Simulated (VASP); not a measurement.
Set up this calculation in VASP 6.6.1, as the native input.

```
Task                   : single point
Functional             : PBE
Potentials or basis    : VASP PAW PBE potentials, release 64 (Li_sv, Se)
Cutoff                 : 750 eV
k mesh                 : 8 × 8 × 8
Occupations            : gaussian, width 0.01 eV
Spin                   : no spin polarisation
Dipole correction      : no
Further INCAR settings : ALGO = Normal; EDIFF = 1e-06; NBANDS = 13
```

The structure of Li2Se lies in POSCAR:

```
Li2Se
1.0
    0.0000000000      2.9935010607      2.9935010607
    2.9935010607      0.0000000000      2.9935010607
    2.9935010607      2.9935010607      0.0000000000
Li Se
2 1
Direct
    0.7500000000      0.7500000000      0.7500000000
    0.2500000000      0.2500000000      0.2500000000
    0.0000000000      0.0000000000      0.0000000000
```

The input as run:

INCAR

```
SYSTEM = Li2Se
ALGO = Normal
EDIFF = 1E-6
ENCUT = 750
GGA = PE
GGA_COMPAT = .FALSE.
ISIF = 2
ISMEAR = 0
LASPH = .TRUE.
LCHARG = .FALSE.
LREAL = .FALSE.
LWAVE = .FALSE.
NBANDS = 13
NELM = 120
PREC = Accurate
SIGMA = 0.01
```

KPOINTS

```
k-points
0
G
  8 8 8
  0 0 0
```

Potentials or basis: VASP PAW PBE potentials, release 64 (Li_sv, Se).

Command:

```bash
$ cat potpaw_PBE.64/Li_sv/POTCAR potpaw_PBE.64/Se/POTCAR > POTCAR
$ mpirun -np 1 vasp_std > vasp.out
```

Results of the run:

The pressure is 0.3 GPa. The band gap on the k mesh is 2.97 eV (least direct gap 3.42 eV).

Wall time 36 s on 1 thread of Oxide Virtual Turin-like Processor, on a shared host, peak memory 0.21 GiB.
